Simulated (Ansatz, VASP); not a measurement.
## One calculation of SrCl2, two programs

File POSCAR:

```
SrCl2
1.0
    0.0000000000      3.7643400000      3.2066600000
    3.7643400000      0.0000000000      3.2066600000
    3.7643400000      3.7643400000      0.0000000000
Sr Cl
1 2
Direct
    0.0000000000      0.0000000000      0.0000000000
    0.2500000000      0.2500000000      0.2500000000
    0.7500000000      0.7500000000      0.7500000000
```

The input INCAR.step1:

```
SYSTEM = SrCl2
PREC = Accurate
ENCUT = 520
ISMEAR = 0
SIGMA = 0.05
LREAL = .FALSE.
LASPH = .TRUE.
NELM = 60
NBANDS = 19
GGA = PE
ALGO = Normal
EDIFF = 1E-4
LWAVE = .TRUE.
LCHARG = .FALSE.
```

The input INCAR.step2:

```
SYSTEM = SrCl2
PREC = Accurate
ENCUT = 520
EDIFF = 1E-6
ISMEAR = 0
SIGMA = 0.05
LREAL = .FALSE.
LASPH = .TRUE.
NELM = 60
ALGO = Normal
ISIF = 2
LWAVE = .FALSE.
LCHARG = .TRUE.
METAGGA = R2SCAN
LMIXTAU = .TRUE.
LELF = .TRUE.
LVHAR = .TRUE.
NBANDS = 19
ISTART = 1
```

File KPOINTS:

```
regular mesh
0
G
  6 6 6
  0 0 0
```

Input for Ansatz:

```yaml
crystal:
  lattice:
    - [0.0, 3.76434, 3.20666]
    - [3.76434, 0.0, 3.20666]
    - [3.76434, 3.76434, 0.0]
  atoms:
    - { symbol: Sr, position: [0.0, 0.0, 0.0] }
    - { symbol: Cl, position: [0.25, 0.25, 0.25] }
    - { symbol: Cl, position: [0.75, 0.75, 0.75] }
basis:
  ecutwfc: 500
kpoints:
  mp_grid: { grid: [6, 6, 6] }
hamiltonian:
  xc: r2scan
scf:
  occupations: { method: gaussian, width: 0.05 }
output:
  forces: true
  stress: true
  eigenvalues: true
```

Change from the starting cell: strain +0.080 along x and y, -0.080 along z, atoms carried along.

Alike in both runs: task single point; functional r2SCAN; k mesh 6 × 6 × 6; occupations gaussian, width 0.05 eV; no spin polarisation.

|  | VASP | Ansatz |
| --- | --- | --- |
| version | VASP 6.6.1 | Ansatz 0.2.0 |
| potentials or method | VASP PAW PBE potentials, release 64 (Sr_sv, Cl), cutoff 520 eV | scalar-relativistic, plane waves, PAW |
| valence electrons in the cell | 24 | 24 |

Ansatz gave:

```
gap on the k mesh at the Fermi level (eV)                     : 4.49
least direct gap on the mesh (eV)                             : 4.67
pressure (GPa)                                                : -1.6
traceless stress, the component that is largest in VASP (GPa) : 5.96
```

**Question.** Estimate VASP's values.

**Answer.** gap on the k mesh at the Fermi level (eV): 4.49; least direct gap on the mesh (eV): 4.68; pressure (GPa): -1.6; traceless stress, the component that is largest in VASP (GPa): 5.94.

VASP's potentials were made for PBE, not for r2SCAN. With one functional, cell and mesh, what is left measures potentials, basis and numerics.
